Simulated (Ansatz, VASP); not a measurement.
# Si3C: VASP beside Ansatz

```
Si C
1.0
     2.90400    0.00000    0.00000
    -1.45200    2.51494    0.00000
     0.00000    0.00000    6.54895
Si C
3 1
Cartesian
  0.0000 1.6766 3.2745
  1.4520 0.8383 1.2207
  1.4520 0.8383 5.3282
  0.0000 1.6766 0.0000
```

Alike in both runs: functional PBE; k mesh 18 × 18 × 8; occupations gaussian, width 0.1 eV; no spin polarisation.

Ansatz relaxed the structure, and its values are those at the end. VASP's run is a single point on that final structure, the one shown.

|  | VASP | Ansatz |
| --- | --- | --- |
| version | VASP 6.6.1 | Ansatz 0.2.0 |
| potentials or method | VASP PAW PBE potentials, release 64 (Si, C), cutoff 520 eV | scalar-relativistic, plane waves, PAW |
| valence electrons in the cell | 16 | 16 |

|  | VASP | Ansatz | Ansatz less VASP |
| --- | --- | --- | --- |
| gap on the k mesh at the Fermi level (eV) | none | none | - |
| pressure (GPa) | 0.0 | 0.0 | 0.00 |
| rms of the force components (eV/Å) | 0.005 | 0.000 | -0.0046 |

A gap of «none» marks a metal or a gap that the smearing closes. With one functional, cell and mesh, what is left measures potentials, basis and numerics.
